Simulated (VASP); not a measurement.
# BaTiO3 (P4mm) in VASP: notebook

Runs on BaTiO3. Level: PBEsol. Tasks: single point, relaxation of the atoms.

All numbers are computed with VASP 6.6.1; they aren't measurements. Logs are shortened: lines on timing, memory, paths and dates and some standing lists are left out, and cuts for length are marked.

### 1 The cell of the first run

It takes space group P4mm (No. 99, tetragonal). Conventional cell: a = 4.074 Å, b = 4.074 Å, c = 3.920 Å, α = 90.00°, β = 90.00°, γ = 90.00°. Within 3.7 Å of Ba (site symmetry 4mm) lie 12 O at 2.80 to 2.88 Å and 8 Ti at 3.47 to 3.50 Å. Within 2.5 Å of Ti (site symmetry 4mm) lie 6 O at 1.87 to 2.05 Å. Within 2.9 Å of O (site symmetry 2mm) lie 2 Ti at 2.04 Å and 4 Ba at 2.80 to 2.85 Å and 8 O at 2.81 to 2.88 Å. Within 2.5 Å of O (site symmetry 4mm) lie 2 Ti at 1.87 to 2.05 Å.

### 2 Single point, PBEsol (biaxial strain in the a-b plane: +3.0 %, then relaxed in part)

Input file INCAR:

```
ALGO     = Normal         # electronic algorithm
EDIFF    = 1E-6           # SCF threshold, eV
ENCUT    = 1340           # plane-wave cutoff, eV
GGA      = PS             # functional
GGA_COMPAT= F            
ISIF     = 2              # what is computed and relaxed
ISMEAR   = 0              # smearing method
LASPH    = T              # aspherical terms in the spheres
LCHARG   = T              # write CHGCAR
LELF     = T              # ELF
LREAL    = F              # projectors in reciprocal space
LVHAR    = T            
LWAVE    = F              # write WAVECAR
NBANDS   = 28             # bands
NELM     = 120            # most SCF steps
PREC     = Accurate       # precision mode
SIGMA    = 0.02           # smearing width, eV
```

Input file KPOINTS:

```
k-points
0
Gamma
  8 8 8
```

Input file POSCAR:

```
BaTiO3
1.0
    4.0741531679      0.0000000000      0.0000000000
    0.0000000000      4.0741531679      0.0000000000
    0.0000000000      0.0000000000      3.9197279262
Ba Ti O
1 1 3
Direct
    0.5000000000      0.5000000000      0.5768251875
    0.0000000000      0.0000000000      0.0856002311
    0.0000000000      0.5000000000      0.0675449126
    0.5000000000      0.0000000000      0.0675449126
    0.0000000000      0.0000000000      0.5624817462
```

Potentials or basis: VASP PAW PBE potentials, release 64 (Ba_sv, Ti_sv, O_h).

Started as:

```sh
cat potpaw_PBE.64/Ba_sv/POTCAR potpaw_PBE.64/Ti_sv/POTCAR potpaw_PBE.64/O_h/POTCAR > POTCAR
mpirun -np 1 vasp_std > vasp.out
```

OUTCAR:

```text
EDIFF = 1E-6
   ENCUT = 1340
   GGA = PS
   ISIF = 2
   ISMEAR = 0
   LASPH = T
   LREAL = F
   NELM = 120
   PREC = Accurate

 ion  position               nearest neighbor table
   1  0.500  0.500  0.577-   3 2.80   4 2.80   4 2.80   3 2.80   3 2.85   4 2.85   4 2.85   3 2.85
                             5 2.88   5 2.88   5 2.88   5 2.88   2 3.47   2 3.47   2 3.47   2 3.47
   2  0.000  0.000  0.086-   5 1.87   4 2.04   3 2.04   3 2.04   4 2.04   5 2.05   1 3.47   1 3.47
                             1 3.47   1 3.47   1 3.50   1 3.50   1 3.50   1 3.50
   3  0.000  0.500  0.068-   2 2.04   2 2.04   1 2.80   1 2.80   1 2.85   1 2.85
   4  0.500  0.000  0.068-   2 2.04   2 2.04   1 2.80   1 2.80   1 2.85   1 2.85
   5  0.000  0.000  0.562-   2 1.87   2 2.05   1 2.88   1 2.88   1 2.88   1 2.88

  LATTYP: Found a simple tetragonal cell.
 ALAT       =     4.0741531679
 C/A-ratio  =     0.9620963584

  Lattice vectors:

 A1 = (   4.0741531679,   0.0000000000,   0.0000000000)
 A2 = (   0.0000000000,   4.0741531679,   0.0000000000)
 A3 = (   0.0000000000,   0.0000000000,   3.9197279262)

Analysis of symmetry for initial positions (statically):
=====================================================================
 Subroutine PRICEL returns:
 Original cell was already a primitive cell.

 Routine SETGRP: Setting up the symmetry group for a
 simple tetragonal supercell.

 Subroutine GETGRP returns: Found  8 space group operations
 (whereof  8 operations were pure point group operations)
 out of a pool of 16 trial point group operations.

The static configuration has the point symmetry C_4v.

Analysis of symmetry for dynamics (positions and initial velocities):
=====================================================================
 Subroutine PRICEL returns:
 Original cell was already a primitive cell.

 Routine SETGRP: Setting up the symmetry group for a
 simple tetragonal supercell.

 Subroutine GETGRP returns: Found  8 space group operations
 (whereof  8 operations were pure point group operations)
 out of a pool of 16 trial point group operations.

The dynamic configuration has the point symmetry C_4v.

 Subroutine INISYM returns: Found  8 space group operations
 (whereof  8 operations are pure point group operations),
 and found     1 'primitive' translations

----------------------------------------------------------------------------------------

                                     Primitive cell

  volume of cell :      65.0625

  direct lattice vectors                    reciprocal lattice vectors
     4.074153168  0.000000000  0.000000000     0.245449780  0.000000000  0.000000000
     0.000000000  4.074153168  0.000000000     0.000000000  0.245449780  0.000000000
     0.000000000  0.000000000  3.919727926     0.000000000  0.000000000  0.255119748

  length of vectors
     4.074153168  4.074153168  3.919727926     0.245449780  0.245449780  0.255119748

  position of ions in fractional coordinates (direct lattice)
     0.500000000  0.500000000  0.576825187
     0.000000000  0.000000000  0.085600231
     0.000000000  0.500000000  0.067544913
     0.500000000  0.000000000  0.067544913
     0.000000000  0.000000000  0.562481746

  ion indices of the primitive-cell ions
   primitive index   ion index
                 1           1
                 2           2
                 3           3
                 4           4
                 5           5

----------------------------------------------------------------------------------------

 KPOINTS: k-points

Automatic generation of k-mesh.
 Grid dimensions read from file:
 generate k-points for:    8    8    8

 Generating k-lattice:

  Cartesian coordinates                     Fractional coordinates (reciprocal lattice)
     0.030681223  0.000000000  0.000000000     0.125000000  0.000000000  0.000000000
     0.000000000  0.030681223  0.000000000     0.000000000  0.125000000  0.000000000
     0.000000000  0.000000000  0.031889968     0.000000000  0.000000000  0.125000000

  Length of vectors
[... 55 lines left out ...]
      2     -28.7981      2.00000
      3     -28.7725      2.00000
      4     -28.7504      2.00000
      5     -20.8145      2.00000
      6     -13.0117      2.00000
[... 20 lines left out ...]
     27      10.0422      0.00000
     28      12.2651      0.00000

 k-point     4 :       0.3750    0.0000    0.0000
  band No.  band energies     occupation
      1     -52.4401      2.00000
      2     -28.7975      2.00000
      3     -28.7874      2.00000
      4     -28.7498      2.00000
      5     -20.7774      2.00000
      6     -13.1086      2.00000
[... 20 lines left out ...]
     27      10.8884      0.00000
     28      12.1487      0.00000

 k-point     5 :       0.5000    0.0000    0.0000
  band No.  band energies     occupation
      1     -52.4400      2.00000
      2     -28.7973      2.00000
      3     -28.7936      2.00000
      4     -28.7495      2.00000
      5     -20.7618      2.00000
      6     -13.1529      2.00000
[... 20 lines left out ...]
     27      11.2998      0.00000
     28      12.1007      0.00000

 k-point     6 :       0.1250    0.1250    0.0000
  band No.  band energies     occupation
      1     -52.4406      2.00000
      2     -28.7984      2.00000
      3     -28.7573      2.00000
      4     -28.7570      2.00000
      5     -20.8368      2.00000
      6     -12.9452      2.00000
[... 463 lines left out ...]
      5     -20.8191      2.00000
      6     -12.8835      2.00000
[... 20 lines left out ...]
     27       9.8500      0.00000
     28      11.6777      0.00000

 k-point    22 :       0.2500    0.1250    0.1250
  band No.  band energies     occupation
      1     -52.4401      2.00000
      2     -28.8079      2.00000
      3     -28.7716      2.00000
      4     -28.7561      2.00000
      5     -20.7862      2.00000
      6     -12.9134      2.00000
[... 20 lines left out ...]
     27      10.5207      0.00000
     28      12.0355      0.00000

 k-point    23 :       0.3750    0.1250    0.1250
  band No.  band energies     occupation
      1     -52.4398      2.00000
      2     -28.8073      2.00000
      3     -28.7864      2.00000
      4     -28.7555      2.00000
      5     -20.7528      2.00000
      6     -12.9734      2.00000
[... 20 lines left out ...]
     27      11.3234      0.00000
     28      12.5076      0.00000

 k-point    24 :       0.5000    0.1250    0.1250
  band No.  band energies     occupation
      1     -52.4397      2.00000
      2     -28.8070      2.00000
      3     -28.7925      2.00000
      4     -28.7552      2.00000
      5     -20.7388      2.00000
      6     -13.0045      2.00000
[... 20 lines left out ...]
     27      11.6746      0.00000
     28      12.7142      0.00000

 [... further k-points ...]

------------------------ aborting loop because EDIFF is reached ----------------------------------------

  FORCE on cell =-STRESS in cart. coord.  units (eV):
  Direction    XX          YY          ZZ          XY          YZ          ZX
  --------------------------------------------------------------------------------------
  -------------------------------------------------------------------------------------
  Total       -2.7619843     -2.7619843      0.7096665      0.0000000      0.0000000      0.0000000
  in kB      -68.0144460    -68.0144460     17.4756863      0.0000000      0.0000000      0.0000000
  external PRESSURE =     -39.5177352 kB  Pullay stress =       0.0000000 kB

 VOLUME and BASIS-vectors are now :
 -----------------------------------------------------------------------------
  energy-cutoff  :     1340.00
  volume of cell :       65.06
      direct lattice vectors                 reciprocal lattice vectors
     4.074153168  0.000000000  0.000000000     0.245449780  0.000000000  0.000000000
     0.000000000  4.074153168  0.000000000     0.000000000  0.245449780  0.000000000
     0.000000000  0.000000000  3.919727926     0.000000000  0.000000000  0.255119748

 POSITION                                       TOTAL-FORCE (eV/Angst)
 -----------------------------------------------------------------------------------
      2.03708      2.03708      2.26100         0.000000     -0.000000     -0.019119
      0.00000      0.00000      0.33553         0.000000     -0.000000     -0.014630
      0.00000      2.03708      0.26476        -0.000000      0.000000      0.008442
      2.03708      0.00000      0.26476         0.000000      0.000000      0.008442
      0.00000      0.00000      2.20478         0.000000     -0.000000      0.016866
 -----------------------------------------------------------------------------------
    total drift:                                0.000000      0.000000     -0.000152

  FREE ENERGIE OF THE ION-ELECTRON SYSTEM (eV)
  ---------------------------------------------------
  free  energy   TOTEN  =       -41.9431133495 eV

  energy  without entropy=      -41.9431133495  energy(sigma->0) =      -41.94311335
```

Wall time 6.5 min (1 thread of Intel Xeon Platinum 8488C (Sapphire Rapids), shared host); peak memory 0.73 GiB.

Results:

| Item | Value |
| --- | --- |
| Free energy | -41.9431 eV |
| Pressure | -4.0 GPa |
| Largest force | 0.019 eV/Å |
| Band gap on the k mesh | 1.66 eV (least direct gap 1.86 eV) |

Forces in eV/Å, atoms in the order of the input:
```
Ba   0.000  0.000 -0.019
Ti   0.000  0.000 -0.015
O    0.000  0.000  0.008
O    0.000  0.000  0.008
O    0.000  0.000  0.017
```

Caveat: the cell differs from its parent crystal (biaxial strain in the a-b plane: +3.0 %, then relaxed in part); the stress differs along the axes, from -7 to 2 GPa; the PAW data sets were made with another functional, which shifts forces and pressure a little; spin-orbit coupling is left out, which moves the levels of the heavy elements.

### 3 Single point, PBEsol

Input file INCAR:

```
SYSTEM = BaTiO3
ALGO = Normal ; EDIFF = 1E-6
ENCUT = 1340 ; GGA = PS
GGA_COMPAT = .False. ; ISIF = 2
ISMEAR = 0 ; LASPH = .True.
LCHARG = .True. ; LELF = .True.
LREAL = .False. ; LVHAR = .True.
LWAVE = .False. ; NBANDS = 28
NELM = 120 ; PREC = Accurate
SIGMA = 0.02
```

Input file KPOINTS:

```
k-points
0
Gamma
  8 8 8
  0 0 0
```

POSCAR is that of step 2.

Potentials or basis: VASP PAW PBE potentials, release 64 (Ba_sv, Ti_sv, O_h).

Started as:

```sh
cat potpaw_PBE.64/Ba_sv/POTCAR potpaw_PBE.64/Ti_sv/POTCAR potpaw_PBE.64/O_h/POTCAR > POTCAR
mpirun -np 1 vasp_std > vasp.out
```

It took 7 min on 1 thread of Intel Xeon Platinum 8488C (Sapphire Rapids), shared host; peak memory 0.74 GiB.

The run converged. Its results:

```yaml
Free_energy: -41.9431 eV
Pressure: -4.0 GPa
Largest_force: 0.019 eV/Å
Band_gap_on_the_k_mesh: 1.66 eV (least direct gap 1.86 eV)
```

Forces on the atoms (eV/Å):
```
Ba   0.000  0.000 -0.019
Ti   0.000  0.000 -0.015
O    0.000  0.000  0.008
O    0.000  0.000  0.008
O    0.000  0.000  0.017
```

Stress tensor (GPa, compression positive):
```
-6.80  0.00  0.00
 0.00 -6.80  0.00
 0.00  0.00  1.75
```

Levels at points of the mesh, in eV from the valence-band top:
| k point | band 18 | band 19 | band 20 | band 21 | band 22 | band 23 |
| --- | --- | --- | --- | --- | --- | --- |
| (0.00, 0.00, 0.00) | -0.24 | -0.24 | -0.20 | 1.66 | 1.86 | 1.86 |
| (0.50, 0.00, 0.00) | -1.62 | -0.81 | -0.79 | 1.99 | 3.33 | 3.37 |
| (0.50, 0.50, 0.00) | -1.17 | -1.17 | -0.16 | 3.37 | 3.37 | 3.72 |
| (0.00, 0.00, 0.50) | -1.89 | -0.74 | -0.74 | 1.85 | 3.71 | 3.71 |
| (0.50, 0.00, 0.50) | -0.79 | -0.78 | -0.11 | 3.34 | 3.72 | 3.97 |
| (0.50, 0.50, 0.50) | -0.05 | 0.00 | 0.00 | 3.99 | 4.20 | 4.20 |

Caveat: the stress differs along the axes, from -7 to 2 GPa; the PAW data sets were made with another functional, which shifts forces and pressure a little; spin-orbit coupling is left out, which moves the levels of the heavy elements. A k mesh can miss the band edges.

### 4 Single point, PBEsol

This run uses another cell than the first one, of 12.65 Å³/atom.

Input file INCAR:

```
SYSTEM = BaTiO3
PREC = Accurate
ENCUT = 1340
EDIFF = 1E-6
ISMEAR = 0
SIGMA = 0.02
LREAL = .FALSE.
LASPH = .TRUE.
NELM = 120
ALGO = Normal
ISIF = 2
LWAVE = .FALSE.
LCHARG = .TRUE.
GGA = PS
LELF = .TRUE.
LVHAR = .TRUE.
NBANDS = 28
GGA_COMPAT = .FALSE.
```

Input file KPOINTS:

```
Automatic mesh
0
G
  8 8 8
  0 0 0
```

Input file POSCAR:

```
BaTiO3
1.0
    3.9554885131      0.0000000000      0.0000000000
    0.0000000000      3.9554885131      0.0000000000
    0.0000000000      0.0000000000      4.0440396073
Ba Ti O
1 1 3
Direct
    0.5000000000      0.5000000000      0.5825208316
    0.0000000000      0.0000000000      0.0977311507
    0.0000000000      0.5000000000      0.0634795545
    0.5000000000      0.0000000000      0.0634795545
    0.0000000000      0.0000000000      0.5527858987
```

Started as:

```sh
cat potpaw_PBE.64/Ba_sv/POTCAR potpaw_PBE.64/Ti_sv/POTCAR potpaw_PBE.64/O_h/POTCAR > POTCAR
mpirun -np 1 vasp_std > vasp.out
```

Wall time 12 min (1 thread of Intel Xeon Platinum 8259CL at 2.50GHz (Skylake/Cascade Lake), shared host); peak memory 0.7 GiB.

The run converged. Its results:

* Free energy: -42.0219 eV
* Pressure: 1.8 GPa
* Largest force: 0.038 eV/Å
* Band gap on the k mesh: 1.79 eV (least direct gap 2.19 eV)

Forces on the atoms (eV/Å):
```
Ba   0.000  0.000 -0.038
Ti   0.000  0.000 -0.022
O    0.000  0.000  0.017
O    0.000  0.000  0.017
O    0.000  0.000  0.026
```

Levels at points of the mesh, in eV from the valence-band top:
```
           k point  band 16  band 17  band 18  band 19  band 20  band 21  band 22  band 23  band 24  band 25
(0.00, 0.00, 0.00)    -1.46    -1.27    -0.50    -0.40    -0.40     1.79     2.17     2.17     4.22     4.32
(0.50, 0.00, 0.00)    -2.08    -1.96    -1.78    -1.20    -1.02     2.30     3.61     3.68     4.26     6.02
(0.50, 0.50, 0.00)    -2.97    -1.86    -1.03    -1.03    -0.08     3.70     3.70     4.08     4.70     7.75
(0.00, 0.00, 0.50)    -2.07    -2.06    -2.06    -0.73    -0.73     1.95     3.63     3.63     4.22     6.23
(0.50, 0.00, 0.50)    -2.82    -1.78    -1.00    -0.97    -0.31     3.64     3.65     3.99     5.06     7.69
(0.50, 0.50, 0.50)    -2.51    -2.51    -0.22    -0.22     0.00     4.27     4.27     4.32     6.41     6.60
```

Caveat: the PAW data sets were made with another functional, which shifts forces and pressure a little; spin-orbit coupling is left out, which moves the levels of the heavy elements. A k mesh can miss the band edges.

### 5 Relaxation of the atoms, PBEsol (strain along c alone, the other axes held: -3.0 %)

Input file INCAR:

```
SYSTEM = BaTiO3
PREC = Accurate
ENCUT = 520
EDIFF = 1E-6
ISMEAR = 0
SIGMA = 0.02
LREAL = .FALSE.
LASPH = .TRUE.
NELM = 80
ALGO = Normal
ISIF = 2
LWAVE = .FALSE.
LCHARG = .FALSE.
GGA = PS
IBRION = 2
NSW = 60
EDIFFG = -0.008
```

KPOINTS is that of step 4.

Input file POSCAR:

```
BaTiO3
1.0
    3.9554885124      0.0000000000      0.0000000000
    0.0000000000      3.9554885124      0.0000000000
    0.0000000000      0.0000000000      3.9227184213
Ba Ti O
1 1 3
Direct
    0.5000000000      0.5000000000      0.5791188935
    0.0000000000      0.0000000000      0.0914878643
    0.0000000000      0.5000000000      0.0653424583
    0.5000000000      0.0000000000      0.0653424583
    0.0000000000      0.0000000000      0.5587053155
```

Potentials or basis: VASP PAW PBE potentials, release 64 (Ba_sv, Ti_sv, O).

Started as:

```sh
cat potpaw_PBE.64/Ba_sv/POTCAR potpaw_PBE.64/Ti_sv/POTCAR potpaw_PBE.64/O/POTCAR > POTCAR
mpirun -np 1 vasp_std > vasp.out
```

It took 11 min on 1 thread of Oxide Virtual Turin-like, shared host; peak memory 0.22 GiB.

It converged, with:

| Property | Result |
| --- | --- |
| Free energy | -41.9451 eV |
| Energy gained by relaxing | 2.0 meV/atom |
| Ionic steps | 12 |
| Pressure after relaxing | 5.9 GPa |
| Band gap on the k mesh | 1.78 eV (least direct gap 1.89 eV) |

Forces in eV/Å, atoms in the order of the input:
```
Ba   0.000  0.000 -0.003
Ti   0.000  0.000 -0.001
O    0.000  0.000  0.003
O    0.000  0.000  0.003
O    0.000  0.000 -0.002
```

Stress tensor (GPa, compression positive):
```
5.14 0.00 0.00
0.00 5.14 0.00
0.00 0.00 7.47
```

Step by step:
```csv
step,energy change (eV),largest force (eV/Å),pressure (GPa)
1,0.0000,0.3323,6.98
2,-0.0065,0.1254,6.43
3,-0.0076,0.1003,6.14
4,-0.0090,0.0524,6.10
5,-0.0096,0.0515,6.05
6,-0.0096,0.0490,6.05
7,-0.0098,0.0221,6.00
8,-0.0099,0.0166,5.96
9,-0.0099,0.0171,5.95
10,-0.0099,0.0177,5.95
11,-0.0099,0.0081,5.92
12,-0.0099,0.0030,5.91
```

Final structure:
```
CELL_PARAMETERS angstrom
3.95549 0.00000 0.00000
0.00000 3.95549 0.00000
0.00000 0.00000 3.92272
ATOMIC_POSITIONS crystal
Ba 0.50000 0.50000 0.57413
Ti 0.00000 0.00000 0.07931
O 0.00000 0.50000 0.06946
O 0.50000 0.00000 0.06946
O 0.00000 0.00000 0.56763
```

Levels at points of the mesh, in eV from the valence-band top:
```tsv
k point	band 17	band 18	band 19	band 20	band 21	band 22	band 23	band 24
(0.00, 0.00, 0.00)	-1.16	-0.13	-0.13	-0.11	1.78	1.84	1.84	4.22
(0.50, 0.00, 0.00)	-1.87	-1.84	-0.74	-0.73	2.01	3.69	3.70	4.30
(0.50, 0.50, 0.00)	-1.72	-0.91	-0.91	-0.11	3.71	3.71	4.13	5.22
(0.00, 0.00, 0.50)	-1.99	-1.99	-0.72	-0.72	1.98	3.78	3.78	4.24
(0.50, 0.00, 0.50)	-1.72	-0.82	-0.82	-0.10	3.71	3.79	4.18	5.14
(0.50, 0.50, 0.50)	-2.33	-0.01	0.00	0.00	4.43	4.48	4.48	6.78
```

Caveat: the cell differs from its parent crystal (strain along c alone, the other axes held: -3.0 %); the PAW data sets were made with another functional, which shifts forces and pressure a little; spin-orbit coupling is left out, which moves the levels of the heavy elements. A k mesh can miss the band edges.

### 6 The runs side by side

```tsv
task	potentials or basis	cell	cutoff (eV)	gap on the mesh (eV)	pressure (GPa)	largest force (eV/Å)
single point	VASP PAW PBE potentials, release 64 (Ba_sv, Ti_sv, O_h)	a = 4.074, b = 4.074, c = 3.920 Å, 5 atoms, atomic positions A	1340	1.66	-4.0	0.02
single point	VASP PAW PBE potentials, release 64 (Ba_sv, Ti_sv, O_h)	a = 3.955, b = 3.955, c = 4.044 Å, 5 atoms, atomic positions B	1340	1.79	1.8	0.04
relaxation of the atoms	VASP PAW PBE potentials, release 64 (Ba_sv, Ti_sv, O)	atoms relaxed from a = 3.955, b = 3.955, c = 3.923 Å, 5 atoms, atomic positions C	520	1.78	5.9	-
```

Alike in all rows: level PBEsol; no spin polarisation; k mesh 8 × 8 × 8; smearing gaussian 0.02 eV.

Caveats: the PAW data sets were made with another functional, which shifts forces and pressure a little; spin-orbit coupling is left out, which moves the levels of the heavy elements; the stress differs along the axes, from -7 to 2 GPa (at least some runs).

Total energies depend on the potentials used, so only differences within one code and one set of settings carry meaning.
